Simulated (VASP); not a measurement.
# LiF (F-43m) in VASP: notebook, part 2 of 2

VASP 6.6.1. Earlier steps stand in the parts before.

### 4 Vibrations by perturbation theory, PBE

Contents of INCAR:

```
ALGO = Normal ; EDIFF = 1E-8
ENCUT = 520 ; GGA = PE
IBRION = 8 ; ISIF = 2
ISMEAR = 0 ; LASPH = True
LCHARG = True ; LEPSILON = True
LREAL = False ; LWAVE = False
NELM = 100 ; NSW = 1
PREC = Accurate ; SIGMA = 0.01
```

Contents of KPOINTS:

```
k-points
0
Gamma
  12 12 12
```

Contents of POSCAR:

```
LiF
1.0
    0.0000000000      2.1820124543      2.1820124543
    2.1820124543      0.0000000000      2.1820124543
    2.1820124543      2.1820124543      0.0000000000
Li F
1 1
Direct
    0.7500000000      0.7500000000      0.7500000000
    0.5000000000      0.5000000000      0.5000000000
```

Potentials or basis: VASP PAW PBE potentials, release 64 (Li_sv, F).

The run is started by

```bash
$ cat potpaw_PBE.64/Li_sv/POTCAR potpaw_PBE.64/F/POTCAR > POTCAR
$ mpirun -np 1 vasp_std > vasp.out
```

OUTCAR:

```text
EDIFF = 1E-8
   ENCUT = 520
   GGA = PE
   IBRION = 8
   ISIF = 2
   ISMEAR = 0
   LASPH = True
   LEPSILON = True
   LREAL = False
   NELM = 100
   NSW = 1
   PREC = Accurate

 ion  position               nearest neighbor table
   1  0.750  0.750  0.750-   2 1.89   2 1.89   2 1.89   2 1.89
   2  0.500  0.500  0.500-   1 1.89   1 1.89   1 1.89   1 1.89

  LATTYP: Found a face centered cubic cell.
 ALAT       =     4.3640249086

  Lattice vectors:

 A1 = (   0.0000000000,   2.1820124543,   2.1820124543)
 A2 = (   2.1820124543,   0.0000000000,   2.1820124543)
 A3 = (   2.1820124543,   2.1820124543,   0.0000000000)

Analysis of symmetry for initial positions (statically):
=====================================================================
 Subroutine PRICEL returns:
 Original cell was already a primitive cell.

 Routine SETGRP: Setting up the symmetry group for a
 face centered cubic supercell.

 Subroutine GETGRP returns: Found 24 space group operations
 (whereof 24 operations were pure point group operations)
 out of a pool of 48 trial point group operations.

The static configuration has the point symmetry T_d .

Analysis of symmetry for dynamics (positions and initial velocities):
=====================================================================
 Subroutine PRICEL returns:
 Original cell was already a primitive cell.

 Routine SETGRP: Setting up the symmetry group for a
 face centered cubic supercell.

 Subroutine GETGRP returns: Found 24 space group operations
 (whereof 24 operations were pure point group operations)
 out of a pool of 48 trial point group operations.

The dynamic configuration has the point symmetry T_d .

 Subroutine INISYM returns: Found 24 space group operations
 (whereof 24 operations are pure point group operations),
 and found     1 'primitive' translations

----------------------------------------------------------------------------------------

                                     Primitive cell

  volume of cell :      20.7779

  direct lattice vectors                    reciprocal lattice vectors
     0.000000000  2.182012454  2.182012454    -0.229146263  0.229146263  0.229146263
     2.182012454  0.000000000  2.182012454     0.229146263 -0.229146263  0.229146263
     2.182012454  2.182012454  0.000000000     0.229146263  0.229146263 -0.229146263

  length of vectors
     3.085831606  3.085831606  3.085831606     0.396892970  0.396892970  0.396892970

  position of ions in fractional coordinates (direct lattice)
     0.750000000  0.750000000  0.750000000
     0.500000000  0.500000000  0.500000000

  ion indices of the primitive-cell ions
   primitive index   ion index
                 1           1
[... 476 lines left out ...]
    -0.00009  0.14244  0.00000
     0.14244 -0.00009  0.00000
     0.00000  0.00000 -0.00005

--------------------------------------- Ionic step        4  -------------------------------------------

------------------------ aborting loop because EDIFF is reached ----------------------------------------

[... ionic steps 5 to 6 ...]

--------------------------------------- Ionic step        7  -------------------------------------------

 Free energy of the ion-electron system (eV)
  ---------------------------------------------------
  ---------------------------------------------------
  free energy    TOTEN  =        -0.52703218 eV

  energy without entropy =       -0.52703218

------------------------ aborting loop because EDIFF is reached ----------------------------------------

 INTERNAL STRAIN TENSOR  FOR ION    2  DIRECTION 1   (eV/Angst):
 -----------------------------------------------------------------------------
     0.00366  0.00000  0.00000
     0.00000 -0.00013  2.45255
     0.00000  2.45255 -0.00013

 MACROSCOPIC STATIC DIELECTRIC TENSOR (including local field effects in DFT)
 ------------------------------------------------------
           1.869193    -0.000000     0.000000
          -0.000000     1.869193     0.000000
          -0.000000    -0.000000     1.869193
 ------------------------------------------------------

 PIEZOELECTRIC TENSOR (including local field effects)  for field in x, y, z        (e  Angst)
          XX          YY          ZZ          XY          YZ          ZX
  --------------------------------------------------------------------------------
  x    -0.00000    -0.00000    -0.00000     0.00000     0.18640    -0.00000
  y     0.00000    -0.00000     0.00000     0.00000     0.00000     0.18640
  z    -0.00000    -0.00000     0.00000     0.18640     0.00000     0.00000

 PIEZOELECTRIC TENSOR (including local field effects)  for field in x, y, z        (C/m^2)
          XX          YY          ZZ          XY          YZ          ZX
  --------------------------------------------------------------------------------
  x    -0.00000    -0.00000    -0.00000     0.00000     0.14373    -0.00000
  y     0.00000    -0.00000     0.00000     0.00000     0.00000     0.14373
  z    -0.00000    -0.00000     0.00000     0.14373     0.00000     0.00000

 BORN EFFECTIVE CHARGES (including local field effects) (in |e|, cummulative output)
 ---------------------------------------------------------------------------------
 ion    1
    1     0.98611     0.00000     0.00000
    2     0.00000     0.98611     0.00000
    3     0.00000     0.00000     0.98611
 ion    2
    1    -0.98611     0.00000     0.00000
    2     0.00000    -0.98611     0.00000
    3     0.00000     0.00000    -0.98611

 INTERNAL STRAIN TENSOR FOR ION    2 for displacements in x,y,z  (eV/Angst):
          X           Y           Z          XY          YZ          ZX
  --------------------------------------------------------------------------------
  x     0.00000    -0.00000    -0.00000     0.00000     2.45255     0.00000
  y    -0.00000     0.00000    -0.00000     0.00000     0.00000     2.45255
  z    -0.00000    -0.00000     0.00000     2.45255     0.00000     0.00000

 SECOND DERIVATIVES (NOT SYMMETRIZED)
 ------------------------------------
               1X          1Y          1Z          2X          2Y          2Z
  1X    -3.286610    0.000000    0.000000    3.286610    0.000000    0.000000
  1Y     0.000000   -3.286610    0.000000    0.000000    3.286610    0.000000
  1Z     0.000000    0.000000   -3.286610    0.000000    0.000000    3.286610
  2X     3.238965    0.000000    0.000000   -3.238965    0.000000    0.000000
  2Y     0.000000    3.238965    0.000000    0.000000   -3.238965    0.000000
  2Z     0.000000    0.000000    3.238965    0.000000    0.000000   -3.238965

 Eigenvectors and eigenvalues of the dynamical matrix
 ----------------------------------------------------

   1 f  =   12.500214 THz    78.541164 2PiTHz  416.962272 cm-1    51.696710 meV
             X         Y         Z           dx          dy          dz
      3.273019  3.273019  3.273019     0.000000    0.000000    0.856346
      2.182012  2.182012  2.182012     0.000000    0.000000   -0.516403
[... 21 lines left out ...]
   6 f/i=    0.040361 THz     0.253594 2PiTHz    1.346292 cm-1     0.166919 meV
             X         Y         Z           dx          dy          dz
      3.273019  3.273019  3.273019    -0.365152    0.365152    0.000000
      2.182012  2.182012  2.182012    -0.605529    0.605527    0.000000

--------------------------------------------------------------------------------------------------------

 MACROSCOPIC STATIC DIELECTRIC TENSOR IONIC CONTRIBUTION
 ------------------------------------------------------
           2.595443     0.000000     0.000000
           0.000000     2.595443     0.000000
           0.000000     0.000000     2.595443
 ------------------------------------------------------

 ELASTIC MODULI CONTR FROM IONIC RELAXATION (kBar)
 Direction    XX          YY          ZZ          XY          YZ          ZX
 --------------------------------------------------------------------------------
 XX          -0.0000      0.0000      0.0000      0.0000     -0.0000      0.0000
 YY           0.0000     -0.0000      0.0000      0.0000      0.0000     -0.0000
 ZZ           0.0000      0.0000     -0.0000     -0.0000      0.0000      0.0000
 XY           0.0000      0.0000     -0.0000   -152.9848      0.0000      0.0000
 YZ          -0.0000      0.0000      0.0000      0.0000   -152.9848      0.0000
 ZX           0.0000     -0.0000      0.0000      0.0000      0.0000   -152.9848
 --------------------------------------------------------------------------------

 PIEZOELECTRIC TENSOR IONIC CONTR  for field in x, y, z        (C/m^2)
          XX          YY          ZZ          XY          YZ          ZX
  --------------------------------------------------------------------------------
  x    -0.00000     0.00000     0.00000     0.00000    -0.59293     0.00000
  y     0.00000    -0.00000     0.00000     0.00000     0.00000    -0.59293
  z     0.00000     0.00000    -0.00000    -0.59293     0.00000     0.00000
```

OSZICAR:

```text
N       E                     dE             d eps       ncg     rms          rms(c)
DAV:   1     0.417307516740E+02    0.41731E+02   -0.62235E+03  1304   0.120E+03
DAV:   2    -0.755625752610E+01   -0.49287E+02   -0.48176E+02  1424   0.219E+02
DAV:   3    -0.102774605735E+02   -0.27212E+01   -0.27131E+01  2184   0.511E+01
DAV:   4    -0.103430758722E+02   -0.65615E-01   -0.65574E-01  1791   0.623E+00
[... 240 lines left out ...]
RMM:  10    -0.527032093421E+00   -0.12151E-06    0.14546E-07 12450   0.107E-03    0.104E-05
RMM:  11    -0.527032207932E+00   -0.11451E-06    0.33599E-07 12566   0.511E-04    0.546E-06
RMM:  12    -0.527032215983E+00   -0.80508E-08    0.31908E-07 12649   0.246E-04    0.100E-06
RMM:  13    -0.527032179252E+00    0.36731E-07    0.14621E-07 12750   0.117E-04    0.119E-06
RMM:  14    -0.527032182200E+00   -0.29482E-08    0.64814E-08 12789   0.612E-05    0.351E-07
 Linear response finished
```

Wall time 11 min (1 thread of AMD EPYC 9R45 (Zen 5), shared host); peak memory 0.21 GiB.

Results:

* Electronic dielectric tensor (diagonal): 1.87
* Born charges (mean of the diagonal): Li +0.99; F -0.99 e
* Highest phonon frequency at Γ, LO-TO splitting left out: 417 cm⁻¹

Phonon frequencies in cm⁻¹ (negative: imaginary):
| q point | frequencies |
| --- | --- |
| (0.000, 0.000, 0.000) | -1 -1 -1 417 417 417 |

Electronic dielectric tensor:
```
1.87 0.00 0.00
0.00 1.87 0.00
0.00 0.00 1.87
```

Born effective charge tensors (e):
atom 1, Li
```
0.99 0.00 0.00
0.00 0.99 0.00
0.00 0.00 0.99
```
atom 2, F
```
-0.99  0.00  0.00
 0.00 -0.99  0.00
 0.00  0.00 -0.99
```
